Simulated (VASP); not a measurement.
A run of VASP 6.6.1 is set up as follows.

File INCAR:

```
ALGO = Fast
EDIFF = 1E-7
ENCUT = 520
GGA = PS
ISIF = 2
ISMEAR = -1
ISPIN = 2
LASPH = T
LCHARG = F
LMAXMIX = 6
LORBIT = 11
LREAL = F
LWAVE = F
MAGMOM = 1 1
NBANDS = 35
NELM = 150
PREC = Accurate
SIGMA = 0.05
```

The input KPOINTS:

```
k-points
0
Gamma
  8 8 4
```

POSCAR

```
Yb
1.0
    3.8799000000      0.0000000000      0.0000000000
   -1.9399500000      3.3600919641      0.0000000000
    0.0000000000      0.0000000000      6.3859000000
Yb
2
Direct
    0.6666666667      0.3333333333      0.7500000000
    0.3333333333      0.6666666667      0.2500000000
```

Potentials or basis: VASP PAW PBE potentials, release 64 (Yb).

Run with:

```bash
$ cat potpaw_PBE.64/Yb/POTCAR > POTCAR
$ mpirun -np 1 vasp_std > vasp.out
```

Problem. Estimate the pressure.

Solution. -3.6 GPa.

Problem. Predict the net moment.

Solution. 0.00 μB per cell.

Stress tensor (GPa, compression positive):
```
-3.63  0.00  0.00
 0.00 -3.63  0.00
 0.00  0.00 -3.52
```

Caveat: the cell stands under tension; the PAW data sets were made with another functional, which shifts forces and pressure a little. The state reached can hang on the start; a lower one may exist.
